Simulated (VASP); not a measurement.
HfO2: single point with PBE+D3(BJ)

The system is HfO2.

```
CELL_PARAMETERS angstrom
3.25000 0.00000 0.00000
-1.62500 2.81458 0.00000
0.00000 0.00000 3.57500
ATOMIC_POSITIONS crystal
Hf 0.00000 0.00000 0.00000
O 0.33333 0.66667 0.50000
O 0.66667 0.33333 0.50000
```

```json
{"Program": "VASP 6.6.1", "Task": "single point", "Functional": "PBE", "Dispersion": "D3(BJ)", "Potentials or basis": "VASP PAW PBE potentials, release 64 (Hf_pv, O)", "Cutoff": "600 eV", "k mesh": "7 × 7 × 5", "Occupations": "gaussian, width 0.02 eV", "Spin": "no spin polarisation", "Dipole correction": "no", "Further INCAR settings": "ALGO = Normal; EDIFF = 1e-06; NBANDS = 18"}
```

```json
{"Pressure": "5.7 GPa", "Band gap on the k mesh": "zero (band 11 reaches 8.61 eV, above the bottom of band 12 at 5.16 eV)", "Dispersion energy per atom": "-0.239 eV"}
```

Stress tensor (GPa, compression positive):
```
 35.69   0.00   0.00
  0.00  35.69   0.00
  0.00   0.00 -54.30
```

Levels at points of the mesh, in eV from the Fermi level:
```tsv
k point	band 9	band 10	band 11	band 12	band 13	band 14
(0.00, 0.00, 0.00)	-4.02	-2.06	-1.42	-1.42	1.04	1.21
```

It took 9.9 s on 1 thread of Intel(R) Xeon(R) 6975P-C (Granite Rapids), on a shared host, peak memory 0.17 GiB.

Caveat: three body term missing; spin-orbit coupling is left out, which moves the levels of the heavy elements; pairwise dispersion overbinds metals, which lowers pressure and volume.
